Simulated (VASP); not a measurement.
A run of VASP 6.6.1:

File INCAR:

```
SYSTEM = PbS
AGGAC = 1.0
AGGAX = 1.0
ALDAC = 0.0
ALDAX = 1.0
ALGO = Normal
EDIFF = 1E-7
ENCUT = 520
GGA = B5
ISIF = 2
ISMEAR = 0
LASPH = .True.
LCHARG = .False.
LREAL = .False.
LWAVE = .False.
NBANDS = 17
NELM = 60
PREC = Accurate
SIGMA = 0.05
```

KPOINTS

```
k-points
0
Gamma
  8 8 8
  0 0 0
```

Contents of POSCAR:

```
PbS
1.0
    0.0000000000      3.0490473917      3.0490473917
    3.0490473917      0.0000000000      3.0490473917
    3.0490473917      3.0490473917      0.0000000000
Pb S
1 1
Direct
    0.5000000000      0.5000000000      0.5000000000
    0.0000000000      0.0000000000      0.0000000000
```

Potentials or basis: VASP PAW PBE potentials, release 64 (Pb_d, S).

Launch:

```sh
$ cat potpaw_PBE.64/Pb_d/POTCAR potpaw_PBE.64/S/POTCAR > POTCAR
$ mpirun -np 1 vasp_std > vasp.out
```

Hardware: 1 thread of Intel(R) Xeon(R) 6975P-C (Granite Rapids), on a shared host.

Question: How long does it take, and how much memory?

Answer: It took 23 s on 1 thread of Intel(R) Xeon(R) 6975P-C (Granite Rapids) (shared host), peak memory 0.18 GiB. Counts: scf iterations 14, k points 29.
